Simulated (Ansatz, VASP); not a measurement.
**One calculation of P, two programs**

```
P
1.0
     3.34300    0.00000    0.00000
    -1.67150    2.89512    0.00000
     0.00000    0.00000   28.00000
P
2
Direct
  0.33333 0.66667 0.53277
  0.66667 0.33333 0.46723
```

Alike in both runs: task single point; functional r2SCAN; k mesh 9 × 9 × 1; occupations gaussian, width 0.02 eV; no spin polarisation.

|  | VASP | Ansatz |
| --- | --- | --- |
| version | VASP 6.6.1 | Ansatz 0.2.0 |
| potentials or method | VASP PAW PBE potentials, release 64 (P), cutoff 520 eV | scalar-relativistic, plane waves, PAW |
| valence electrons in the cell | 10 | 10 |

|  | VASP | Ansatz | Ansatz less VASP |
| --- | --- | --- | --- |
| gap on the k mesh at the Fermi level (eV) | none | none | - |
| rms of the force components (eV/Å) | 2.858 | 2.856 | -0.0019 |

VASP's potentials were made for PBE, not for r2SCAN. Atom by atom the forces differ by 0.002 eV/Å (rms over components). A gap of «none» marks a metal or a gap that the smearing closes. With one functional, cell and mesh, what is left measures potentials, basis and numerics. Ansatz's warnings: xc potential rough in thin density.
